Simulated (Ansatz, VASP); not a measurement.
## Two plane-wave programs on TiB

```
Ti B
1.0
     2.54395    0.00000    0.00000
     0.00000    2.54395    0.00000
     0.00000    0.00000    3.19225
Ti B
1 1
Direct
  0.50000 0.50000 0.50000
  0.00000 0.00000 0.00000
```

Alike in both runs: functional PBEsol; k mesh 16 × 16 × 14; occupations gaussian, width 0.1 eV; no spin polarisation.

Ansatz relaxed the structure, and its values are those at the end. VASP's run is a single point on that final structure, the one shown.

|  | VASP | Ansatz |
| --- | --- | --- |
| version | VASP 6.6.1 | Ansatz 0.2.0 |
| potentials or method | VASP PAW PBE potentials, release 64 (Ti_sv, B), cutoff 500 eV | scalar-relativistic, plane waves, PAW |
| valence electrons in the cell | 15 | 15 |

|  | VASP | Ansatz | Ansatz less VASP |
| --- | --- | --- | --- |
| gap on the k mesh at the Fermi level (eV) | none | none | - |
| pressure (GPa) | 0.1 | 0.0 | -0.06 |

VASP's potentials were made for PBE, not for PBEsol. A gap of «none» marks a metal or a gap that the smearing closes.
